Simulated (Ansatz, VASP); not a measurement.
## GaCuSe2 in VASP and in Ansatz

INCAR

```
ALGO     = Normal         # electronic algorithm
EDIFF    = 1E-6           # SCF threshold, eV
ENCUT    = 520            # plane-wave cutoff, eV
GGA      = PE             # functional
ISIF     = 2              # what is computed and relaxed
ISMEAR   = -1             # smearing method
LASPH    = T              # aspherical terms in the spheres
LCHARG   = T              # write CHGCAR
LELF     = T              # ELF
LREAL    = F              # projectors in reciprocal space
LVHAR    = T            
LWAVE    = F              # write WAVECAR
NBANDS   = 26             # bands
NELM     = 100            # most SCF steps
PREC     = Accurate       # precision mode
SIGMA    = 0.05           # smearing width, eV
```

Contents of KPOINTS:

```
k-points
0
Gamma
  7 7 5
```

POSCAR

```
GaCuSe2
1.0
    3.7490835857      0.0000000000      0.0000000000
    0.0000000000      3.7490835857      0.0000000000
    0.0000000000      0.0000000000      5.2305483848
Se Ga Cu
2 1 1
Direct
    0.5000000000      0.5000000000      0.0000000000
    0.0000000000      0.0000000000      0.5000000000
    0.5000000000      0.5000000000      0.5000000000
    0.0000000000      0.0000000000      0.0000000000
```

The input input.yaml:

```yaml
crystal:
  lattice:
    - [3.7490835857, 0.0, 0.0]
    - [0.0, 3.7490835857, 0.0]
    - [0.0, 0.0, 5.2305483848]
  atoms:
    - { symbol: Se, position: [0.5, 0.5, 0.0] }
    - { symbol: Se, position: [0.0, 0.0, 0.5] }
    - { symbol: Ga, position: [0.5, 0.5, 0.5] }
    - { symbol: Cu, position: [0.0, 0.0, 0.0] }
hamiltonian:
  xc: pbe
  pseudopotentials: { kind: paw }
kpoints:
  mp_grid: { grid: [7, 7, 5] }
scf:
  occupations: { method: fermi_dirac, width: 0.05 }
output:
  forces: true
  stress: true
  eigenvalues: true
```

Alike in both runs: task single point; functional PBE; k mesh 7 × 7 × 5; occupations fermi-dirac, width 0.05 eV; no spin polarisation.

```csv
,VASP,Ansatz
version,VASP 6.6.1,Ansatz 0.2.0
potentials or method,"VASP PAW PBE potentials, release 64 (Se, Ga_d, Cu)",Ansatz PAW
plane-wave cutoff (eV),520,420
valence electrons in the cell,36,64
```

Ansatz gave:

- gap on the k mesh at the Fermi level (eV): none
- pressure (GPa): 1.7
- traceless stress, the component that is largest in VASP (GPa): -0.44

Task: What did VASP give for the same quantities?

Result: gap on the k mesh at the Fermi level (eV): none; pressure (GPa): 1.8; traceless stress, the component that is largest in VASP (GPa): -0.40.

A gap of «none» marks a metal or a gap that the smearing closes. VASP's potentials hold 36 valence electrons a cell and Ansatz's 64, so a difference there can come from the potentials and not from the codes.
